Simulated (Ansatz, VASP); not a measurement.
## Two plane-wave programs on Mg6ZrNb

```
Mg Zr Nb
1.0
     4.98314    0.00000    0.00000
     0.00000    3.08730    5.64432
     0.00000   -3.08730    5.64432
Mg Zr Nb
6 1 1
Direct
  0.00000 0.32932 0.81579
  0.00000 0.81579 0.32932
  0.00000 0.32783 0.32783
  0.50000 0.17278 0.68183
  0.50000 0.68183 0.17278
  0.50000 0.17322 0.17322
  0.00000 0.80160 0.80160
  0.50000 0.69765 0.69765
```

Alike in both runs: task single point; functional PBE; k mesh 4 × 4 × 4; occupations gaussian, width 0.1 eV; no spin polarisation.

```csv
,VASP,Ansatz
version,VASP 6.6.1,Ansatz 0.2.0
potentials or method,"VASP PAW PBE potentials, release 64 (Mg, Zr_sv, Nb_sv), cutoff 520 eV","scalar-relativistic, plane waves, PAW"
valence electrons in the cell,37,85
```

```tsv
	VASP	Ansatz	Ansatz less VASP
gap on the k mesh at the Fermi level (eV)	none	none	-
pressure (GPa)	-0.3	-0.2	+0.11
traceless stress, the component that is largest in VASP (GPa)	-0.79	-0.80	-0.012
rms of the force components (eV/Å)	0.037	0.036	-0.0001
```

Atom by atom the forces differ by 0.001 eV/Å (rms over components). A gap of «none» marks a metal or a gap that the smearing closes. The functional is the same, so the differences come from potentials, cutoffs and numerics. VASP's potentials hold 37 valence electrons a cell and Ansatz's 85, so a difference there can come from the potentials and not from the codes.
